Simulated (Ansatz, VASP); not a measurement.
## Be3CdO4: VASP beside Ansatz

The input INCAR:

```
PREC = Accurate
ENCUT = 600
EDIFF = 1E-7
ISMEAR = 0
SIGMA = 0.15
LREAL = False
LASPH = True
NELM = 120
ALGO = Normal
ISIF = 3
LWAVE = False
LCHARG = False
GGA = PE
IBRION = 2
NSW = 36
EDIFFG = -0.08
GGA_COMPAT = False
NELMIN = 4
```

KPOINTS

```
regular mesh
0
Gamma
  3 3 3
```

File POSCAR:

```
Be3CdO4
1.0
    4.7814191900      0.0000000000      0.0000000000
    0.0000000000      4.7814191900      0.0000000000
    0.0000000000      0.0000000000      4.7814191900
Be Cd O
3 1 4
Direct
    0.0000000000      0.0000000000      0.5000000000
    0.0000000000      0.5000000000      0.0000000000
    0.5000000000      0.0000000000      0.0000000000
    0.0000000000      0.0000000000      0.0000000000
    0.2090020000      0.2090020000      0.2090020000
    0.2090020000      0.7909980000      0.7909980000
    0.7909980000      0.2090020000      0.7909980000
    0.7909980000      0.7909980000      0.2090020000
```

Input for Ansatz:

```yaml
crystal:
  lattice:
    - [4.78141919, 0.0, 0.0]
    - [0.0, 4.78141919, 0.0]
    - [0.0, 0.0, 4.78141919]
  atoms:
    - { symbol: Be, position: [0.0, 0.0, 0.5] }
    - { symbol: Be, position: [0.0, 0.5, 0.0] }
    - { symbol: Be, position: [0.5, 0.0, 0.0] }
    - { symbol: Cd, position: [0.0, 0.0, 0.0] }
    - { symbol: O, position: [0.209002, 0.209002, 0.209002] }
    - { symbol: O, position: [0.209002, 0.790998, 0.790998] }
    - { symbol: O, position: [0.790998, 0.209002, 0.790998] }
    - { symbol: O, position: [0.790998, 0.790998, 0.209002] }
basis:
  ecutwfc: 420
kpoints:
  mp_grid: { grid: [3, 3, 3] }
hamiltonian:
  xc: pbe
scf:
  occupations: { method: gaussian, width: 0.15 }
  lower_state_search: "off"
output:
  forces: true
  stress: true
  eigenvalues: true
relax:
  adjacent_minimum: "off"
  f_tol: 0.08
  max_steps: 16
  cell: { stress_tol: 0.8 }
```

Change from the starting cell: species swapped into the Li3VS4 type (P-43m, No. 215).

Alike in both runs: task relaxation of cell and atoms; functional PBE; k mesh 3 × 3 × 3; occupations gaussian, width 0.15 eV; no spin polarisation.

|  | VASP | Ansatz |
| --- | --- | --- |
| version | VASP 6.6.1 | Ansatz 0.2.0 |
| potentials or method | VASP PAW PBE potentials, release 64 (Be, Cd, O), cutoff 600 eV | scalar-relativistic, plane waves, PAW |
| valence electrons in the cell | 42 | 50 |

```tsv
	VASP	Ansatz	Ansatz less VASP
gap on the k mesh at the Fermi level, each at its own relaxed structure (eV)	2.02	2.00	-0.016
relaxed volume (Å³/atom)	11.61	11.73	+0.123
relaxed cell length with the largest relative difference (Å)	4.529	4.545	+0.0159
```

VASP's potentials hold 42 valence electrons a cell and Ansatz's 50, so a difference there can come from the potentials and not from the codes.

The k mesh is coarse, so the values compare programs but aren't converged. Noted on VASP's run: the volume moved by over 15 % at a fixed basis, so the end points are rough.
